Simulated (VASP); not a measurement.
# NaCl (Pm-3m) in VASP: settings compared

NaCl is run at these levels: PBE, LDA; tasks: single point.

Everything below comes from runs of VASP 6.6.1. Logs are shortened: lines on timing, memory, paths and dates and some standing lists are left out, and cuts for length are marked.

### Step 1. The cell of the first run

Symmetry: Pm-3m, No. 221, cubic system. The conventional cell has a = 3.460 Å, b = 3.460 Å, c = 3.460 Å, α = 90.00°, β = 90.00°, γ = 90.00°. Na (site symmetry m-3m) has 8 Cl at 3.00 Å and 6 Na at 3.46 Å within 3.9 Å. Within 3.9 Å of Cl (site symmetry m-3m) lie 8 Na at 3.00 Å and 6 Cl at 3.46 Å.

### Step 2. Single point, PBE

File INCAR:

```
SYSTEM = NaCl
PREC = Accurate
ENCUT = 520
EDIFF = 1E-6
ISMEAR = 0
SIGMA = 0.01
LREAL = .False.
LASPH = .True.
NELM = 80
ALGO = Normal
ISIF = 2
LWAVE = .False.
LCHARG = .False.
GGA = PE
NBANDS = 14
```

File KPOINTS:

```
regular mesh
0
Gamma
  4 4 4
  0 0 0
```

File POSCAR:

```
NaCl
1.0
    3.4595458349      0.0000000000      0.0000000000
    0.0000000000      3.4595458349      0.0000000000
    0.0000000000      0.0000000000      3.4595458349
Na Cl
1 1
Direct
    0.0000000000      0.0000000000      0.0000000000
    0.5000000000      0.5000000000      0.5000000000
```

Potentials or basis: VASP PAW PBE potentials, release 64 (Na_pv, Cl).

Command:

```bash
cat potpaw_PBE.64/Na_pv/POTCAR potpaw_PBE.64/Cl/POTCAR > POTCAR
mpirun -np 1 vasp_std > vasp.out
```

OUTCAR:

```text
SYSTEM = NaCl
   PREC = Accurate
   ENCUT = 520
   EDIFF = 1E-6
   ISMEAR = 0
   LREAL = .False.
   LASPH = .True.
   NELM = 80
   ISIF = 2
   GGA = PE

 ion  position               nearest neighbor table
   1  0.000  0.000  0.000-
   2  0.500  0.500  0.500-

  LATTYP: Found a simple cubic cell.
 ALAT       =     3.4595458349

  Lattice vectors:

 A1 = (   3.4595458349,   0.0000000000,   0.0000000000)
 A2 = (   0.0000000000,   3.4595458349,   0.0000000000)
 A3 = (   0.0000000000,   0.0000000000,   3.4595458349)

Analysis of symmetry for initial positions (statically):
=====================================================================
 Subroutine PRICEL returns:
 Original cell was already a primitive cell.

 Routine SETGRP: Setting up the symmetry group for a
 simple cubic supercell.

 Subroutine GETGRP returns: Found 48 space group operations
 (whereof 48 operations were pure point group operations)
 out of a pool of 48 trial point group operations.

The static configuration has the point symmetry O_h .

Analysis of symmetry for dynamics (positions and initial velocities):
=====================================================================
 Subroutine PRICEL returns:
 Original cell was already a primitive cell.

 Routine SETGRP: Setting up the symmetry group for a
 simple cubic supercell.

 Subroutine GETGRP returns: Found 48 space group operations
 (whereof 48 operations were pure point group operations)
 out of a pool of 48 trial point group operations.

The dynamic configuration has the point symmetry O_h .

 Subroutine INISYM returns: Found 48 space group operations
 (whereof 48 operations are pure point group operations),
 and found     1 'primitive' translations

----------------------------------------------------------------------------------------

                                     Primitive cell

  volume of cell :      41.4054

  direct lattice vectors                    reciprocal lattice vectors
     3.459545835  0.000000000  0.000000000     0.289055283  0.000000000  0.000000000
     0.000000000  3.459545835  0.000000000     0.000000000  0.289055283  0.000000000
     0.000000000  0.000000000  3.459545835     0.000000000  0.000000000  0.289055283

  length of vectors
     3.459545835  3.459545835  3.459545835     0.289055283  0.289055283  0.289055283

  position of ions in fractional coordinates (direct lattice)
     0.000000000  0.000000000  0.000000000
     0.500000000  0.500000000  0.500000000

  ion indices of the primitive-cell ions
   primitive index   ion index
                 1           1
                 2           2

----------------------------------------------------------------------------------------

 KPOINTS: regular mesh

Automatic generation of k-mesh.
 Grid dimensions read from file:
 generate k-points for:    4    4    4

 Generating k-lattice:

  Cartesian coordinates                     Fractional coordinates (reciprocal lattice)
     0.072263821  0.000000000  0.000000000     0.250000000  0.000000000  0.000000000
     0.000000000  0.072263821  0.000000000     0.000000000  0.250000000  0.000000000
     0.000000000  0.000000000  0.072263821     0.000000000  0.000000000  0.250000000

  Length of vectors
     0.072263821  0.072263821  0.072263821

  Shift w.r.t. Gamma in fractional coordinates (k-lattice)
     0.000000000  0.000000000  0.000000000

 Subroutine IBZKPT returns following result:
 ===========================================

 Found     10 irreducible k-points:

 Following reciprocal coordinates:
            Coordinates               Weight
  0.000000  0.000000  0.000000      1.000000
  0.250000  0.000000  0.000000      6.000000
  0.500000  0.000000  0.000000      3.000000
  0.250000  0.250000  0.000000     12.000000
  0.500000  0.250000  0.000000     12.000000
  0.500000  0.500000  0.000000      3.000000
  0.250000  0.250000  0.250000      8.000000
  0.500000  0.250000  0.250000     12.000000
  0.500000  0.500000  0.250000      6.000000
  0.500000  0.500000  0.500000      1.000000
   k-points           NKPTS =     10   k-points in BZ     NKDIM =     10   number of bands    NBANDS=     14
   number of dos      NEDOS =    301   number of ions     NIONS =      2
   total plane-waves  NPLWV =  21952
   dimension x,y,z NGX =    28 NGY =   28 NGZ =   28
   dimension x,y,z NGXF=    56 NGYF=   56 NGZF=   56
   ions per type =               1   1
   NGX,Y,Z   is equivalent  to a cutoff of  13.46, 13.46, 13.46 a.u.
   NGXF,Y,Z  is equivalent  to a cutoff of  26.91, 26.91, 26.91 a.u.
 SYSTEM =  NaCl
   PREC   = accura    normal or accurate (medium, high low for compatibility)
   ISTART =      0    job   : 0-new  1-cont  2-samecut
   ICHARG =      2    charge: 1-file 2-atom 10-const
   ISPIN  =      1    spin polarized calculation?
   LNONCOLLINEAR =      F non collinear calculations
   LSORBIT =      F    spin-orbit coupling
   LASPH  =      T    aspherical Exc in radial PAW
   ENCUT  =  520.0 eV  38.22 Ry    6.18 a.u.   6.43  6.43  6.43*2*pi/ulx,y,z
   NELM   =     80;   NELMIN=  2; NELMDL= -5     # of ELM steps
   EDIFF  = 0.1E-05   stopping-criterion for ELM
   LREAL  =      F    real-space projection
   EDIFFG = 0.1E-04   stopping-criterion for IOM
   NSW    =      0    number of steps for IOM
   IBRION =     -1    ionic relax: 0-MD 1-quasi-New 2-CG
   NFREE  =      0    steps in history (QN), initial steepest desc. (CG)
   ISIF   =      2    stress and relaxation
   ISYM   =      2    0-nonsym 1-usesym 2-fastsym
   POTIM  = 0.5000    time-step for ionic-motion
   TEBEG  =    0.0;   TEEND  =   0.0 temperature during run
   PSTRESS=    0.0 pullay stress
   NELECT =      14.0000    total number of electrons
   NUPDOWN=      -1.0000    fix difference up-down
   EMIN   =  10.00;   EMAX   =-10.00  energy-range for DOS
   EFERMI =   0.00;   METHOD = LEGACY
   ISMEAR =     0;   SIGMA  =   0.01  broadening in eV -4-tet -1-fermi 0-gaus
   EFERMI_NEDOS =   21; number of points for ismear=-14 and -15
   IALGO  =     38    algorithm
   IMIX   =      4    mixing-type and parameters
     AMIX     =   0.40;   BMIX     =  1.00
     AMIX_MAG =   1.60;   BMIX_MAG =  1.00
  volume/ion in A,a.u.               =      20.70       139.71
  Fermi-wavevector in a.u.,A,eV,Ry     =   1.140508  2.155248 17.697901  1.300759
  Thomas-Fermi vector in A             =   2.277210
   LORBIT       =      0    0 simple, 1 ext, 2 COOP (PROOUT), +10 PAW based schemes
   GGA     = PE    functional components
   LHFCALC =     F    Hartree Fock is set to
   AEXX    =    0.0000 exact exchange contribution
   IVDW    =     0    specifies the selected vdW correction
   LEPSILON=     F    determine dielectric tensor
   LRPA    =     F    only Hartree local field effects (RPA)
 non-spin polarized calculation
 Gauss-broadening in eV      SIGMA  =   0.01
  energy-cutoff  :      520.00
  volume of cell :       41.41
 maximum number of plane-waves:      1141
 NGX is ok and might be reduce to    28
   NGX = 13   NGY = 13   NGZ = 13

 number of electron      13.9999999 magnetization

 Free energy of the ion-electron system (eV)
  ---------------------------------------------------
  ext. energy  EPLUGINS =         0.00000000
  ---------------------------------------------------
  free energy    TOTEN  =        -6.45315275 eV

  energy without entropy =       -6.45315275  energy(sigma->0) =       -6.45315275

 E-fermi :   0.7569     XC(G=0):  -8.5896

 val. band max:        0.6954805718   @ k =   0.5000   0.5000   0.0000
 cond. band min:       4.7935151745   @ k =   0.0000   0.0000   0.0000
 fundamental gap:      4.0980346027
 Fermi energy:         0.7568778603

 k-point     1 :       0.0000    0.0000    0.0000
  band No.  band energies     occupation
      1     -21.3589      2.00000
      2     -21.3589      2.00000
      3     -21.3589      2.00000
      4     -12.8109      2.00000
      5       0.1736      2.00000
      6       0.1736      2.00000
      7       0.1736      2.00000
      8       4.7935      0.00000
      9       9.2287      0.00000
     10       9.2287      0.00000
     11      16.7268      0.00000
     12      16.7330      0.00000
     13      16.7333      0.00000
     14      16.7334      0.00000

 k-point     2 :       0.2500    0.0000    0.0000
  band No.  band energies     occupation
      1     -21.3825      2.00000
      2     -21.3568      2.00000
      3     -21.3568      2.00000
      4     -12.6216      2.00000
      5      -1.3284      2.00000
      6       0.2937      2.00000
      7       0.2937      2.00000
      8       6.1693      0.00000
      9       9.9120      0.00000
     10      10.1827      0.00000
     11      13.8548      0.00000
     12      13.8548      0.00000
     13      16.0379      0.00000
     14      16.5236      0.00000

 k-point     3 :       0.5000    0.0000    0.0000
  band No.  band energies     occupation
      1     -21.4059      2.00000
      2     -21.3547      2.00000
      3     -21.3547      2.00000
      4     -12.4159      2.00000
      5      -2.4136      2.00000
      6       0.4209      2.00000
      7       0.4209      2.00000
      8       7.7295      0.00000
      9       9.5091      0.00000
     10      11.1905      0.00000
     11      12.6221      0.00000
     12      12.6221      0.00000
     13      13.7840      0.00000
     14      17.7750      0.00000
[... 86 lines left out ...]
 k-point     9 :       0.5000    0.5000    0.2500
  band No.  band energies     occupation
      1     -21.3921      2.00000
      2     -21.3921      2.00000
      3     -21.3700      2.00000
      4     -11.9812      2.00000
      5      -1.4931      2.00000
      6      -1.4931      2.00000
      7      -0.3857      2.00000
      8       6.8710      0.00000
      9       9.2017      0.00000
     10       9.2017      0.00000
     11      13.2147      0.00000
     12      14.8687      0.00000
     13      15.9162      0.00000
     14      15.9162      0.00000

 k-point    10 :       0.5000    0.5000    0.5000
  band No.  band energies     occupation
      1     -21.3889      2.00000
      2     -21.3889      2.00000
      3     -21.3889      2.00000
      4     -11.8263      2.00000
      5      -1.2647      2.00000
      6      -1.2647      2.00000
      7      -1.2647      2.00000
      8       7.8097      0.00000
      9       7.8097      0.00000
     10       7.8097      0.00000
     11      12.6308      0.00000
     12      16.9341      0.00000
     13      16.9341      0.00000
     14      16.9341      0.00000

------------------------ aborting loop because EDIFF is reached ----------------------------------------

  FORCE on cell =-STRESS in cart. coord.  units (eV):
  Direction    XX          YY          ZZ          XY          YZ          ZX
  --------------------------------------------------------------------------------------
  -------------------------------------------------------------------------------------
  Total        0.3163522      0.3163522      0.3163522     -0.0000000     -0.0000000      0.0000000
  in kB       12.2412061     12.2412061     12.2412061     -0.0000000     -0.0000000      0.0000000
  external PRESSURE =      12.2412061 kB  Pullay stress =       0.0000000 kB

 VOLUME and BASIS-vectors are now :
 -----------------------------------------------------------------------------
  energy-cutoff  :      520.00
  volume of cell :       41.41
      direct lattice vectors                 reciprocal lattice vectors
     3.459545835  0.000000000  0.000000000     0.289055283  0.000000000  0.000000000
     0.000000000  3.459545835  0.000000000     0.000000000  0.289055283  0.000000000
     0.000000000  0.000000000  3.459545835     0.000000000  0.000000000  0.289055283

 POSITION                                       TOTAL-FORCE (eV/Angst)
 -----------------------------------------------------------------------------------
      0.00000      0.00000      0.00000         0.000000      0.000000      0.000000
      1.72977      1.72977      1.72977         0.000000      0.000000      0.000000
 -----------------------------------------------------------------------------------
    total drift:                               -0.000000      0.000000      0.000000

  FREE ENERGIE OF THE ION-ELECTRON SYSTEM (eV)
  ---------------------------------------------------
  free  energy   TOTEN  =        -6.4531527458 eV

  energy  without entropy=       -6.4531527458  energy(sigma->0) =       -6.45315275
```

Wall time 10 s (1 thread of Intel Xeon 8259CL, shared host); peak memory 0.15 GiB.

What came out:

```
Free energy            : -6.4532 eV
Pressure               : 1.2 GPa
Band gap on the k mesh : 4.10 eV (least direct gap 4.62 eV)
```

Levels at points of the mesh, in eV from the valence-band top:
| k point | band 5 | band 6 | band 7 | band 8 | band 9 | band 10 |
| --- | --- | --- | --- | --- | --- | --- |
| (0.00, 0.00, 0.00) | -0.52 | -0.52 | -0.52 | 4.10 | 8.53 | 8.53 |
| (0.50, 0.00, 0.00) | -3.11 | -0.27 | -0.27 | 7.03 | 8.81 | 10.50 |
| (0.50, 0.50, 0.00) | -2.39 | -2.39 | 0.00 | 5.53 | 9.96 | 11.27 |
| (0.50, 0.50, 0.50) | -1.96 | -1.96 | -1.96 | 7.11 | 7.11 | 7.11 |

Caveat: the k points lie up to 0.45 Å⁻¹ apart. A k mesh can miss the band edges.

### Step 3. Single point, PBE

File INCAR:

```
PREC     = Accurate       # precision mode
ENCUT    = 520            # plane-wave cutoff, eV
EDIFF    = 1E-6           # SCF threshold, eV
ISMEAR   = 0              # smearing method
SIGMA    = 0.01           # smearing width, eV
LREAL    = F              # projectors in reciprocal space
LASPH    = T              # aspherical terms in the spheres
NELM     = 60             # most SCF steps
ALGO     = Normal         # electronic algorithm
ISIF     = 2              # what is computed and relaxed
LWAVE    = F              # write WAVECAR
LCHARG   = T              # write CHGCAR
GGA      = PE             # functional
LELF     = T              # ELF
LVHAR    = T            
NBANDS   = 14             # bands
```

File KPOINTS:

```
regular mesh
0
Gamma
  4 4 4
```

POSCAR is that of step 2.

Potentials or basis: VASP PAW PBE potentials, release 64 (Na_pv, Cl).

Command:

```bash
cat potpaw_PBE.64/Na_pv/POTCAR potpaw_PBE.64/Cl/POTCAR > POTCAR
mpirun -np 1 vasp_std > vasp.out
```

Run time: 12 s. Hardware: 1 thread of Intel Xeon 8259CL, shared host; peak memory 0.15 GiB.

The run converged. Its results:

```
Free energy            : -6.4532 eV
Pressure               : 1.2 GPa
Band gap on the k mesh : 4.10 eV (least direct gap 4.62 eV)
```

Levels at points of the mesh, in eV from the valence-band top:
```csv
k point,band 4,band 5,band 6,band 7,band 8,band 9,band 10,band 11
"(0.00, 0.00, 0.00)",-13.51,-0.52,-0.52,-0.52,4.10,8.53,8.53,16.03
"(0.50, 0.00, 0.00)",-13.11,-3.11,-0.27,-0.27,7.03,8.81,10.50,11.93
"(0.50, 0.50, 0.00)",-12.82,-2.39,-2.39,0.00,5.53,9.96,11.27,11.27
"(0.50, 0.50, 0.50)",-12.52,-1.96,-1.96,-1.96,7.11,7.11,7.11,11.94
```

Caveat: the k points lie up to 0.45 Å⁻¹ apart.

### Step 4. Single point, LDA

File INCAR:

```
  PREC = Accurate
  ENCUT = 520
  EDIFF = 1E-6
  ISMEAR = 0
  SIGMA = 0.01
  LREAL = F
  LASPH = T
  NELM = 80
  ALGO = Normal
  ISIF = 2
  LWAVE = F
  LCHARG = F
  NBANDS = 14
```

File KPOINTS:

```
Automatic mesh
0
Gamma
  4 4 4
```

POSCAR is that of step 3.

Potentials or basis: VASP PAW LDA potentials, release 64 (Na_pv, Cl).

Command:

```bash
cat potpaw_LDA.64/Na_pv/POTCAR potpaw_LDA.64/Cl/POTCAR > POTCAR
mpirun -np 1 vasp_std > vasp.out
```

Run time: 8.3 s. Hardware: 1 thread of Intel Xeon 8259CL, shared host; peak memory 0.13 GiB.

It converged, with:

* Free energy: -7.0868 eV
* Pressure: -2.2 GPa
* Band gap on the k mesh: 3.72 eV (least direct gap 4.26 eV)

Levels at points of the mesh, in eV from the valence-band top:
| k point | band 4 | band 5 | band 6 | band 7 | band 8 | band 9 | band 10 | band 11 |
| --- | --- | --- | --- | --- | --- | --- | --- | --- |
| (0.00, 0.00, 0.00) | -13.45 | -0.54 | -0.54 | -0.54 | 3.72 | 8.23 | 8.23 | 15.60 |
| (0.50, 0.00, 0.00) | -13.03 | -3.23 | -0.29 | -0.29 | 6.65 | 8.49 | 10.28 | 11.68 |
| (0.50, 0.50, 0.00) | -12.73 | -2.47 | -2.47 | 0.00 | 5.18 | 9.66 | 10.87 | 10.87 |
| (0.50, 0.50, 0.50) | -12.42 | -2.02 | -2.02 | -2.02 | 6.76 | 6.76 | 6.76 | 11.55 |

Caveat: the k points lie up to 0.45 Å⁻¹ apart. A k mesh can miss the band edges.
